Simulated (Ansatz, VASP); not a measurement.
Hg: VASP beside Ansatz

INCAR

```
SYSTEM = Hg
PREC     = Accurate       ! precision mode
ENCUT    = 520            ! plane-wave cutoff, eV
EDIFF    = 1E-6           ! SCF threshold, eV
ISMEAR   = 0              ! smearing method
SIGMA    = 0.15           ! smearing width, eV
LREAL    = .FALSE.        ! projectors in reciprocal space
LASPH    = .TRUE.         ! aspherical terms in the spheres
NELM     = 60             ! most SCF steps
ALGO     = Fast           ! electronic algorithm
ISIF     = 2              ! what is computed and relaxed
LWAVE    = .FALSE.        ! write WAVECAR
LCHARG   = .FALSE.        ! write CHGCAR
GGA      = PE             ! functional
NBANDS   = 12             ! bands
```

The input KPOINTS:

```
regular mesh
0
G
  18 18 18
  0 0 0
```

The input POSCAR:

```
Hg
1.0
    1.8684004917      1.0787215269      2.2340000000
   -1.8684004917      1.0787215269      2.2340000000
    0.0000000000     -2.1574430537      2.2340000000
Hg
1
Direct
    0.0000000000      0.0000000000      0.0000000000
```

Input for Ansatz:

```yaml
crystal:
  lattice:
    - [1.8684004917, 1.0787215269, 2.234]
    - [-1.8684004917, 1.0787215269, 2.234]
    - [0.0, -2.1574430537, 2.234]
  atoms:
    - { symbol: Hg, position: [0.0, 0.0, 0.0] }
basis:
  ecutwfc: 420
kpoints:
  mp_grid: { grid: [18, 18, 18] }
hamiltonian:
  xc: pbe
scf:
  occupations: { method: gaussian, width: 0.15 }
output:
  forces: true
  stress: true
  eigenvalues: true
```

Change from the starting cell: strain +0.080 along x and y, +0.000 along z, atoms carried along.

Alike in both runs: task single point; functional PBE; k mesh 18 × 18 × 18; occupations gaussian, width 0.15 eV; no spin polarisation.

```csv
,VASP,Ansatz
version,VASP 6.6.1,Ansatz 0.2.0
potentials or method,"VASP PAW PBE potentials, release 64 (Hg), cutoff 520 eV","scalar-relativistic, plane waves, PAW"
valence electrons in the cell,12,20
```

Ansatz gave:

* gap on the k mesh at the Fermi level (eV): none
* pressure (GPa): 0.9
* traceless stress, the component that is largest in VASP (GPa): -0.21

What did VASP give for the same quantities?

gap on the k mesh at the Fermi level (eV): none; pressure (GPa): 1.1; traceless stress, the component that is largest in VASP (GPa): -0.11.

A gap of «none» marks a metal or a gap that the smearing closes. VASP's potentials hold 12 valence electrons a cell and Ansatz's 20, so a difference there can come from the potentials and not from the codes.

Neither program's run includes spin-orbit coupling.
